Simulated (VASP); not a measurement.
Input of a VASP 6.6.1 run:

INCAR

```
  PREC = Accurate
  ENCUT = 600
  EDIFF = 1E-6
  ISMEAR = 0
  SIGMA = 0.02
  LREAL = False
  LASPH = True
  NELM = 120
  ALGO = Normal
  ISIF = 2
  LWAVE = False
  LCHARG = False
  GGA = PE
  NBANDS = 11
  GGA_COMPAT = False
```

The input KPOINTS:

```
regular mesh
0
Gamma
  10 10 10
```

Contents of POSCAR:

```
SiC
1.0
    0.0000000000      2.2542834032      2.2542834032
    2.2542834032      0.0000000000      2.2542834032
    2.2542834032      2.2542834032      0.0000000000
Si C
1 1
Direct
    0.0000000000      0.0000000000      0.0000000000
    0.2500000000      0.2500000000      0.2500000000
```

Potentials or basis: VASP PAW PBE potentials, release 64 (Si, C).

The run is started by

```sh
$ cat potpaw_PBE.64/Si/POTCAR potpaw_PBE.64/C/POTCAR > POTCAR
$ mpirun -np 1 vasp_std > vasp.out
```

(1) Estimate the band gap on the k mesh.

(2) What does it give for the pressure?

## Answers

(1) 1.44 eV, indirect (least direct gap 4.43 eV).

(2) -15.7 GPa.
